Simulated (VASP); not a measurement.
# W3O (Cccm) in VASP: single point with PBE

Aim: the single point of W3O with PBE.

Program: VASP 6.6.1. These are calculated values, not measurements. Logs are shortened: lines on timing, memory, paths and dates and some standing lists are left out, and cuts for length are marked.

## (1) The cell of the first run

Symmetry: Cccm, No. 66, orthorhombic system. Conventional cell: a = 6.700 Å, b = 7.115 Å, c = 4.885 Å, α = 90.00°, β = 90.00°, γ = 90.00°. W (site symmetry m) has 10 W at 2.44 to 3.05 Å and 4 O at 2.67 to 2.80 Å within 3.2 Å. Within 3.2 Å of W (site symmetry 222) lie 10 W at 2.44 to 3.05 Å and 4 O at 2.73 Å. O (site symmetry 2/m) has 12 W at 2.67 to 2.80 Å within 3.5 Å.

## (2) Single point, PBE (strain -0.0600 x Voigt [0, 0, 0, 0, 0, 1])

File INCAR:

```
SYSTEM = W3O
ALGO = Normal
EDIFF = 1E-6
ENCUT = 520
GGA = PE
ISIF = 2
ISMEAR = 0
LASPH = .True.
LCHARG = .True.
LELF = .True.
LREAL = .False.
LVHAR = .True.
LWAVE = .False.
NBANDS = 58
NELM = 100
PREC = Accurate
SIGMA = 0.15
```

File KPOINTS:

```
k-points
0
Gamma
  8 8 8
  0 0 0
```

File POSCAR:

```
W3O
1.0
    4.8845028662     -0.1465350860      0.0000000000
   -0.1465350860      4.8845028662      0.0000000000
    0.0000000000      0.0000000000      4.8845028662
W O
6 2
Direct
    0.5000000000      0.7500000000      0.0000000000
    0.0000000000      0.5000000000      0.7500000000
    0.2500000000      0.0000000000      0.5000000000
    0.5000000000      0.2500000000      0.0000000000
    0.0000000000      0.5000000000      0.2500000000
    0.7500000000      0.0000000000      0.5000000000
    0.5000000000      0.5000000000      0.5000000000
    0.0000000000      0.0000000000      0.0000000000
```

Potentials or basis: VASP PAW PBE potentials, release 64 (W_sv, O).

Command:

```console
$ cat potpaw_PBE.64/W_sv/POTCAR potpaw_PBE.64/O/POTCAR > POTCAR
$ mpirun -np 1 vasp_std > vasp.out
```

OUTCAR:

```text
SYSTEM = W3O
   EDIFF = 1E-6
   ENCUT = 520
   GGA = PE
   ISIF = 2
   ISMEAR = 0
   LASPH = .True.
   LREAL = .False.
   NELM = 100
   PREC = Accurate

 ion  position               nearest neighbor table
   1  0.500  0.750  0.000-   4 2.44   4 2.44   8 2.67   2 2.93   5 2.93   6 2.96   6 2.96   3 3.02
                             3 3.02   5 3.05   2 3.05
   2  0.000  0.500  0.750-   5 2.44   5 2.44   1 2.93   3 2.93   6 2.93   4 2.93   3 3.05   6 3.05
                             1 3.05   4 3.05
   3  0.250  0.000  0.500-   6 2.44   6 2.44   7 2.67   5 2.93   2 2.93   4 2.96   4 2.96   1 3.02
                             1 3.02   5 3.05   2 3.05
   4  0.500  0.250  0.000-   1 2.44   1 2.44   8 2.67   2 2.93   5 2.93   3 2.96   3 2.96   6 3.02
                             6 3.02   5 3.05   2 3.05
   5  0.000  0.500  0.250-   2 2.44   2 2.44   3 2.93   1 2.93   6 2.93   4 2.93   3 3.05   6 3.05
                             1 3.05   4 3.05
   6  0.750  0.000  0.500-   3 2.44   3 2.44   7 2.67   2 2.93   5 2.93   1 2.96   1 2.96   4 3.02
                             4 3.02   2 3.05   5 3.05
   7  0.500  0.500  0.500-   6 2.67   3 2.67
   8  0.000  0.000  0.000-   4 2.67   1 2.67

  LATTYP: Found a base centered orthorhombic cell.
 ALAT       =     6.7004982928
 B/A-ratio  =     1.0618556701
 C/A-ratio  =     0.7289760631

  Lattice vectors:

 A1 = (   4.8845028662,  -0.1465350860,   0.0000000000)
 A2 = (  -0.1465350860,   4.8845028662,   0.0000000000)
 A3 = (   0.0000000000,   0.0000000000,   4.8845028662)

Analysis of symmetry for initial positions (statically):
=====================================================================
 Subroutine PRICEL returns:
 Original cell was already a primitive cell.

 Routine SETGRP: Setting up the symmetry group for a
 base centered orthorhombic supercell.

 Subroutine GETGRP returns: Found  8 space group operations
 (whereof  4 operations were pure point group operations)
 out of a pool of  8 trial point group operations.

The static configuration has the point symmetry C_2h.
 The point group associated with its full space group is D_2h.

Analysis of symmetry for dynamics (positions and initial velocities):
=====================================================================
 Subroutine PRICEL returns:
 Original cell was already a primitive cell.

 Routine SETGRP: Setting up the symmetry group for a
 base centered orthorhombic supercell.

 Subroutine GETGRP returns: Found  8 space group operations
 (whereof  4 operations were pure point group operations)
 out of a pool of  8 trial point group operations.

[... 114 lines left out ...]
   LREAL  =      F    real-space projection
   EDIFFG = 0.1E-04   stopping-criterion for IOM
   NSW    =      0    number of steps for IOM
   IBRION =     -1    ionic relax: 0-MD 1-quasi-New 2-CG
   NFREE  =      0    steps in history (QN), initial steepest desc. (CG)
   ISIF   =      2    stress and relaxation
   ISYM   =      2    0-nonsym 1-usesym 2-fastsym
   POTIM  = 0.5000    time-step for ionic-motion
   TEBEG  =    0.0;   TEEND  =   0.0 temperature during run
   PSTRESS=    0.0 pullay stress
   NELECT =      96.0000    total number of electrons
   NUPDOWN=      -1.0000    fix difference up-down
   EMIN   =  10.00;   EMAX   =-10.00  energy-range for DOS
   EFERMI =   0.00;   METHOD = LEGACY
   ISMEAR =     0;   SIGMA  =   0.15  broadening in eV -4-tet -1-fermi 0-gaus
   EFERMI_NEDOS =   21; number of points for ismear=-14 and -15
   IALGO  =     38    algorithm
   IMIX   =      4    mixing-type and parameters
     AMIX     =   0.40;   BMIX     =  1.00
     AMIX_MAG =   1.60;   BMIX_MAG =  1.00
  volume/ion in A,a.u.               =      14.55        98.21
  Fermi-wavevector in a.u.,A,eV,Ry     =   1.535118  2.900953 32.063335  2.356589
  Thomas-Fermi vector in A             =   2.641951
   LORBIT       =      0    0 simple, 1 ext, 2 COOP (PROOUT), +10 PAW based schemes
   GGA     = PE    functional components
   LHFCALC =     F    Hartree Fock is set to
   AEXX    =    0.0000 exact exchange contribution
   IVDW    =     0    specifies the selected vdW correction
   LEPSILON=     F    determine dielectric tensor
   LRPA    =     F    only Hartree local field effects (RPA)
 non-spin polarized calculation
 Gauss-broadening in eV      SIGMA  =   0.15
  energy-cutoff  :      520.00
  volume of cell :      116.43
 maximum number of plane-waves:      3178
   NGX = 19   NGY = 19   NGZ = 19

 number of electron      95.9999990 magnetization

 Free energy of the ion-electron system (eV)
  ---------------------------------------------------
  ext. energy  EPLUGINS =         0.00000000
  ---------------------------------------------------
  free energy    TOTEN  =       -80.83160617 eV

  energy without entropy =      -80.75265157  energy(sigma->0) =      -80.79212887

 E-fermi :   9.8081     XC(G=0): -13.0724

 val. band max:        9.8074675894   @ k =   0.1250  -0.0000   0.1250
 cond. band min:       9.8081999692   @ k =   0.3750   0.1250   0.2500
 fundamental gap:      0.0007323798
 Fermi energy:         9.8081048262

 k-point     1 :       0.0000    0.0000    0.0000
  band No.  band energies     occupation
      1     -64.4495      2.00000
      2     -64.3929      2.00000
      3     -64.3902      2.00000
      4     -64.1873      2.00000
      5     -64.1857      2.00000
      6     -64.1807      2.00000
[... 1453 lines left out ...]
     57      12.6556      0.00000
     58      13.1392      0.00000

 [... further k-points ...]
[... 5 lines left out ...]
  --------------------------------------------------------------------------------------
  -------------------------------------------------------------------------------------
  Total        0.9699941      0.9699941      0.4853935      0.4080069      0.0000000      0.0000000
  in kB       13.3477982     13.3477982      6.6793540      5.6144610      0.0000000      0.0000000
  external PRESSURE =      11.1249834 kB  Pullay stress =       0.0000000 kB

 VOLUME and BASIS-vectors are now :
 -----------------------------------------------------------------------------
  energy-cutoff  :      520.00
  volume of cell :      116.43
      direct lattice vectors                 reciprocal lattice vectors
     4.884502866 -0.146535086  0.000000000     0.204913548  0.006147406  0.000000000
    -0.146535086  4.884502866  0.000000000     0.006147406  0.204913548  0.000000000
     0.000000000  0.000000000  4.884502866     0.000000000  0.000000000  0.204729125

 POSITION                                       TOTAL-FORCE (eV/Angst)
 -----------------------------------------------------------------------------------
      2.33235      3.59011      0.00000         0.432370      0.033625     -0.000000
     -0.07327      2.44225      3.66338         0.000000      0.000000      0.000000
      1.22113     -0.03663      2.44225         0.033625      0.432370     -0.000000
      2.40562      1.14786      0.00000        -0.432370     -0.033625      0.000000
     -0.07327      2.44225      1.22113         0.000000      0.000000     -0.000000
      3.66338     -0.10990      2.44225        -0.033625     -0.432370      0.000000
      2.36898      2.36898      2.44225         0.000000      0.000000     -0.000000
      0.00000      0.00000      0.00000         0.000000      0.000000     -0.000000
 -----------------------------------------------------------------------------------
    total drift:                                0.000000      0.000000     -0.000000

  FREE ENERGIE OF THE ION-ELECTRON SYSTEM (eV)
  ---------------------------------------------------
  free  energy   TOTEN  =       -80.8316061733 eV

  energy  without entropy=      -80.7526515666  energy(sigma->0) =      -80.79212887
```

OSZICAR:

```text
N       E                     dE             d eps       ncg     rms          rms(c)
DAV:   1     0.132752273225E+04    0.13275E+04   -0.54991E+04 12188   0.192E+03
DAV:   2     0.213144612543E+02   -0.13062E+04   -0.12673E+04 12534   0.616E+02
DAV:   3    -0.803576720426E+02   -0.10167E+03   -0.95490E+02 14444   0.155E+02
DAV:   4    -0.854532519943E+02   -0.50956E+01   -0.47459E+01 15030   0.296E+01
DAV:   5    -0.855910125960E+02   -0.13776E+00   -0.13661E+00 14712   0.465E+00    0.451E+01
DAV:   6    -0.833039812607E+02    0.22870E+01   -0.20445E+01 15200   0.232E+01    0.216E+01
DAV:   7    -0.819518791570E+02    0.13521E+01   -0.12104E+01 16536   0.140E+01    0.130E+01
DAV:   8    -0.808119219957E+02    0.11400E+01   -0.35551E+00 15668   0.884E+00    0.122E+00
DAV:   9    -0.808415224612E+02   -0.29600E-01   -0.48107E-01 14476   0.317E+00    0.116E+00
DAV:  10    -0.808357168732E+02    0.58056E-02   -0.28924E-02 15654   0.118E+00    0.778E-01
DAV:  11    -0.808315762136E+02    0.41407E-02   -0.11264E-02 15118   0.555E-01    0.181E-01
DAV:  12    -0.808316738360E+02   -0.97622E-04   -0.13144E-03 13998   0.174E-01    0.102E-01
DAV:  13    -0.808316070529E+02    0.66783E-04   -0.15891E-04 16024   0.593E-02    0.264E-02
DAV:  14    -0.808316068229E+02    0.22994E-06   -0.28945E-05 11432   0.227E-02    0.724E-03
DAV:  15    -0.808316061733E+02    0.64958E-06   -0.10269E-06  8868   0.701E-03
   1 F= -.80831606E+02 E0= -.80792129E+02  d E =-.789546E-01
```

Run time: 16 min. Hardware: 1 thread of Intel Xeon 8259CL, shared host; peak memory 0.57 GiB.

Results:

| Item | Value |
| --- | --- |
| Free energy | -80.8316 eV |
| Pressure | 1.1 GPa |
| Largest force | 0.434 eV/Å |
| Band gap on the k mesh | zero (bands 48 and 49 overlap by 0.89 eV) |

Forces on the atoms (eV/Å):
```
W    0.432  0.034  0.000
W    0.000  0.000  0.000
W    0.034  0.432  0.000
W   -0.432 -0.034  0.000
W    0.000  0.000  0.000
W   -0.034 -0.432  0.000
O    0.000  0.000  0.000
O    0.000  0.000  0.000
```

Stress tensor (GPa, compression positive):
```
1.33 0.56 0.00
0.56 1.33 0.00
0.00 0.00 0.67
```

Caveat: the cell differs from its parent crystal (strain -0.0600 x Voigt [0, 0, 0, 0, 0, 1]); spin-orbit coupling is left out, which moves the levels of the heavy elements.
